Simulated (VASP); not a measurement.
A run of VASP 6.6.1 is set up as follows.

File INCAR:

```
ALGO = Normal ; EDIFF = 1E-6
ENCUT = 520 ; GGA = PS
ISIF = 2 ; ISMEAR = -1
LASPH = T ; LCHARG = F
LREAL = F ; LWAVE = F
NBANDS = 36 ; NELM = 80
PREC = Accurate ; SIGMA = 0.1
```

The input KPOINTS:

```
k-points
0
Gamma
  7 7 4
```

The input POSCAR:

```
Ge
1.0
    3.9252155494      0.0000000000      0.0000000000
   -1.9626077747      3.3993363519      0.0000000000
    0.0000000000      0.0000000000      6.4799059087
Ge
4
Direct
    0.6666666667      0.3333333333      0.0629010000
    0.3333333333      0.6666666667      0.5629010000
    0.6666666667      0.3333333333      0.4370990000
    0.3333333333      0.6666666667      0.9370990000
```

Potentials or basis: VASP PAW PBE potentials, release 64 (Ge_d).

Run with:

```sh
$ cat potpaw_PBE.64/Ge_d/POTCAR > POTCAR
$ mpirun -np 1 vasp_std > vasp.out
```

Question: Predict the largest force.

Answer: 0.024 eV/Å.

Question: Estimate the pressure.

Answer: 4.0 GPa.

Stress tensor (GPa, compression positive):
```
4.16 0.00 0.00
0.00 4.16 0.00
0.00 0.00 3.69
```

Caveat: the PAW data sets were made with another functional, which shifts forces and pressure a little.
